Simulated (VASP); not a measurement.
Write the native input for VASP 6.6.1 that does the following.

```
Task                   : single point
Functional             : LDA
Potentials or basis    : VASP PAW LDA potentials, release 64 (Si, O)
Cutoff                 : 520 eV
k mesh                 : 2 × 2 × 2
Occupations            : fermi-dirac, width 0.05 eV
Spin                   : no spin polarisation
Dipole correction      : no
Further INCAR settings : LREAL = Auto; ALGO = Normal; EDIFF = 1e-06; NBANDS = 84
```

The structure of Si9O16 (a cell with a defect) lies in POSCAR:

```
Si9O16
1.0
   -4.1797000000     -4.1797000000      0.0000000000
    4.1797000000     -4.1797000000      0.0000000000
    0.0000000000      0.0000000000      5.3338000000
Si O
9 16
Direct
    0.5102837524      0.5030064359      0.0048830102
    0.0029140847      0.5009861952      0.2461599610
    0.5298492715      0.5079390865      0.5045714125
   -0.0145694667      0.5309070029      0.7715304286
   -0.0092291313      0.0081314448      0.0022049946
    0.5031816877     -0.0144145513      0.2418763358
   -0.0312651626     -0.0152711917      0.4748683865
    0.4904604397     -0.0099084863      0.7457973677
    0.2078851353      0.1910418212      0.6253455323
    0.2030678039      0.5140891691      0.0057703701
   -0.0235107783      0.2077622796      0.2288777232
    0.8072950212      0.5357202670      0.0163416326
   -0.0077269900      0.8057502931      0.2414535603
    0.1990684738      0.4840786420      0.5131034160
   -0.0282168577      0.2448795368      0.8081257265
    0.8217282341      0.5184492906      0.4998831977
   -0.0053428476      0.8160577314      0.7528169410
    0.6888801828     -0.0047832380     -0.0040897671
    0.5202286049      0.6804202455      0.2487391728
    0.2983793095     -0.0180520133      0.0170735686
    0.5017040697      0.3002046798      0.2588758484
    0.6914575209      0.0019891380      0.4987779819
    0.5064716367      0.6992029332      0.7536718662
    0.3254043352     -0.0806516018      0.4592530654
    0.5589136780      0.3359541355      0.7600134988
```

The input as run:

INCAR

```
SYSTEM = Si9O16
  PREC = Accurate
  ENCUT = 520
  EDIFF = 1E-6
  ISMEAR = -1
  SIGMA = 0.05
  LREAL = Auto
  LASPH = .True.
  NELM = 100
  ALGO = Normal
  ISIF = 2
  LWAVE = .False.
  LCHARG = .False.
  GGA = CA
  NBANDS = 84
```

KPOINTS

```
regular mesh
0
Gamma
  2 2 2
  0 0 0
```

Potentials or basis: VASP PAW LDA potentials, release 64 (Si, O).

The run is started by

```console
$ cat potpaw_LDA.64/Si/POTCAR potpaw_LDA.64/O/POTCAR > POTCAR
$ mpirun -np 1 vasp_std > vasp.out
```

Results of the run:

```yaml
Pressure: 34.3 GPa
Largest_force: 0.929 eV/Å
Band_gap_on_the_k_mesh: 1.80 eV
```

Caveat: the k points lie up to 0.59 Å⁻¹ apart.

Run time: 96 s on 1 thread of AMD EPYC 9R45 96-Core Processor (Zen 5), on a shared host, peak memory 0.24 GiB.
